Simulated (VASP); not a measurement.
Runs of VASP 6.6.1 on P. The structure is that of space group P6_3/mmc (No. 194), or close to it. The cells are those of the table. This isn't the form of P at room conditions, which is orthorhombic.

| task | cell | cutoff (eV) | gap on the mesh (eV) | pressure (GPa) |
| --- | --- | --- | --- | --- |
| single point | a = 3.266, b = 3.266, c = 3.209 Å, angles 90.0, 90.0, 120.0°, 2 atoms | 520 | none | (a) |
| single point | a = 3.265, b = 3.265, c = 3.208 Å, angles 90.0, 90.0, 120.0°, 2 atoms | 520 | none | 2.0 |
| relaxation of cell and atoms | relaxed to 2.2 GPa from a = 2.720, b = 2.720, c = 4.407 Å, angles 90.0, 90.0, 120.0°, 2 atoms | 600 | none | 2.2 |
| relaxation of cell and atoms | relaxed to 2.2 GPa from a = 3.265, b = 3.265, c = 3.208 Å, angles 90.0, 90.0, 120.0°, 2 atoms | 600 | none | 2.2 |

Alike in all rows: level PBE; potentials or basis VASP PAW PBE potentials, release 64 (P); no spin polarisation; k mesh 16 × 16 × 9; smearing fermi-dirac 0.05 eV.

Task: Estimate the missing entries.

Result: (a) 1.9.

Caveats: the cell is relaxed towards a set pressure, so the run minimises the enthalpy, not the energy (at least some runs); a cell axis changed by over 15 % at a fixed basis, so the end point is rough (at least some runs).

A gap of «none» marks levels without a gap at the run's occupations.
